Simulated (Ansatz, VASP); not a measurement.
# ZnAu in VASP and in Ansatz

```
Au Zn
1.0
     3.14700    0.00000    0.00000
     0.00000    3.14700    0.00000
     0.00000    0.00000    3.14700
Au Zn
1 1
Direct
  0.00000 0.00000 0.00000
  0.50000 0.50000 0.50000
```

Alike in both runs: functional PBEsol; k mesh 5 × 5 × 5; occupations fermi-dirac, width 0.05 eV; no spin polarisation.

|  | VASP | Ansatz |
| --- | --- | --- |
| version | VASP 6.6.1 | Ansatz 0.2.0 |
| potentials or method | VASP PAW PBE potentials, release 64 (Au, Zn) | Ansatz PAW |
| plane-wave cutoff (eV) | 520 | 420 |
| valence electrons in the cell | 23 | 31 |
| task | single point | band structure |

Ansatz gave:

- gap on the k mesh at the Fermi level (eV): none
- pressure (GPa): -1.8

Q: Which values does VASP return?

A: gap on the k mesh at the Fermi level (eV): none; pressure (GPa): -1.6.

VASP's potentials were made for PBE, not for PBEsol. A gap of «none» marks a metal or a gap that the smearing closes. With one functional, cell and mesh, what is left measures potentials, basis and numerics. VASP's potentials hold 23 valence electrons a cell and Ansatz's 31, so a difference there can come from the potentials and not from the codes.

The k mesh is coarse, so the values compare programs but aren't converged. Neither program's run includes spin-orbit coupling.
